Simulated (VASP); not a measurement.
Crystal: AlIn2Sb3.

```
Al In Sb
1.0
     5.30769    0.00000    0.00000
    -2.65385    4.59660    0.00000
     0.00000    0.00000    6.57350
Al In Sb
1 2 3
Direct
  0.00000 0.00000 0.00000
  0.66667 0.33333 0.25047
  0.66667 0.33333 0.74953
  0.00000 0.00000 0.50000
  0.33333 0.66667 0.00000
  0.33333 0.66667 0.50000
```

The cell was generated, and may not be a known phase.

* Program: VASP 6.6.1
* Task: relaxation of cell and atoms
* Functional: PBE
* Potentials or basis: VASP PAW PBE potentials, release 64 (Al, In_d, Sb)
* Cutoff: 600 eV
* k mesh: 6 × 6 × 4
* Occupations: gaussian, width 0.1 eV
* Spin: no spin polarisation

At the start: pressure -0.1 GPa; volume 26.73 Å³/atom.

Task: How do energy, volume and symmetry change on relaxing?

Result: Over 7 steps the energy falls by 11.2 meV/atom and the volume is 26.43 Å³/atom (-1.1 %); space group P-6m2 (No. 187, to 0.1 Å) before and after.

Step by step:
```csv
step,energy change (eV),largest force (eV/Å),pressure (GPa),volume (Å³)
1,0.0000,0.1130,-0.14,160.38
2,-0.0623,0.1258,-0.25,159.77
3,-0.0637,0.1286,-0.24,159.66
4,-0.0637,0.1291,-0.23,159.65
5,-0.0657,0.0908,0.04,158.70
6,-0.0659,0.0738,0.17,158.29
7,-0.0669,0.0311,0.07,158.61
```

Final structure:
```cif
data_structure
_symmetry_space_group_name_H-M 'P 1'
_symmetry_Int_Tables_number 1
_cell_length_a 5.3613
_cell_length_b 5.3613
_cell_length_c 6.3715
_cell_angle_alpha 90.000
_cell_angle_beta 90.000
_cell_angle_gamma 120.000
_cell_volume 158.61
loop_
_atom_site_label
_atom_site_type_symbol
_atom_site_fract_x
_atom_site_fract_y
_atom_site_fract_z
_atom_site_occupancy
Al1 Al 0.00000 0.00000 0.00000 1
In1 In 0.66667 0.33333 0.24692 1
In2 In 0.66667 0.33333 0.75308 1
Sb1 Sb 0.00000 0.00000 0.50000 1
Sb2 Sb 0.33333 0.66667 0.00000 1
Sb3 Sb 0.33333 0.66667 0.50000 1
```

Caveat: the highest band is partly filled, so the run has too few bands.
